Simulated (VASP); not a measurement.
A run of VASP 6.6.1:

The input INCAR:

```
SYSTEM = Si
  ALGO = Normal
  EDIFF = 1E-6
  ENCUT = 500
  GGA = PE
  GGA_COMPAT = .False.
  ISIF = 2
  ISMEAR = 0
  LASPH = .True.
  LCHARG = .False.
  LREAL = .False.
  LWAVE = .False.
  NBANDS = 46
  NELM = 120
  PREC = Accurate
  SIGMA = 0.01
```

The input KPOINTS:

```
Automatic mesh
0
Gamma
  1 1 1
  0.5 0.5 0.5
```

The input POSCAR:

```
Si
1.0
   10.8620000000      0.0000000000      0.0000000000
    0.0000000000      5.4310000000      0.0000000000
    0.0000000000      0.0000000000      5.4310000000
Si
16
Direct
    0.0092064100      0.0110476900      0.0055238400
    0.1250000000      0.2500000000      0.2500000000
    0.0000000000      0.5000000000      0.5000000000
    0.1250000000      0.7500000000      0.7500000000
    0.2500000000      0.0000000000      0.5000000000
    0.3750000000      0.2500000000      0.7500000000
    0.2500000000      0.5000000000      0.0000000000
    0.3750000000      0.7500000000      0.2500000000
    0.5000000000      0.0000000000      0.0000000000
    0.6250000000      0.2500000000      0.2500000000
    0.5000000000      0.5000000000      0.5000000000
    0.6250000000      0.7500000000      0.7500000000
    0.7500000000      0.0000000000      0.5000000000
    0.8750000000      0.2500000000      0.7500000000
    0.7500000000      0.5000000000      0.0000000000
    0.8750000000      0.7500000000      0.2500000000
```

Potentials or basis: VASP PAW PBE potentials, release 64 (Si).

The run is started by

```sh
$ cat potpaw_PBE.64/Si/POTCAR > POTCAR
$ mpirun -np 1 vasp_std > vasp.out
```

Hardware: 1 thread of Intel(R) Xeon(R) Platinum 8375C CPU @ 2.90GHz (Ice Lake) (shared host).

**Question.** Estimate the wall time of this run.

**Answer.** It took 22 s on 1 thread of Intel(R) Xeon(R) Platinum 8375C CPU @ 2.90GHz (Ice Lake) (shared host), peak memory 0.31 GiB. Counts: scf iterations 14, k points 1.
